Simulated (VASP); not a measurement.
Input of a VASP 6.6.1 run:

Contents of INCAR:

```
SYSTEM = Re
PREC = Accurate ; ENCUT = 600
EDIFF = 1E-7 ; ISMEAR = -1
SIGMA = 0.05 ; LREAL = .FALSE.
LASPH = .TRUE. ; NELM = 60
ALGO = Fast ; ISIF = 3
LWAVE = .FALSE. ; LCHARG = .FALSE.
GGA = PE ; IBRION = 2
NSW = 60 ; EDIFFG = -0.01
PSTRESS = 200.0
```

KPOINTS

```
regular mesh
0
G
  11 11 6
  0 0 0
```

Contents of POSCAR:

```
Re
1.0
    2.7608000000      0.0000000000      0.0000000000
   -1.3804000000      2.3909229348      0.0000000000
    0.0000000000      0.0000000000      4.4582000000
Re
2
Direct
    0.6666666667      0.3333333333      0.7500000000
    0.3333333333      0.6666666667      0.2500000000
```

Potentials or basis: VASP PAW PBE potentials, release 64 (Re).

Launch:

```bash
$ cat potpaw_PBE.64/Re/POTCAR > POTCAR
$ mpirun -np 1 vasp_std > vasp.out
```

(1) Predict the relaxed volume.

(2) What does it give for the relaxed cell?

## Answers

(1) 14.23 Å³/atom.

(2) a = 2.730 Å, b = 2.730 Å, c = 4.410 Å, α = 90.00°, β = 90.00°, γ = 120.00°.

Caveat: the cell is relaxed towards a set pressure, so the enthalpy falls and the energy may rise.
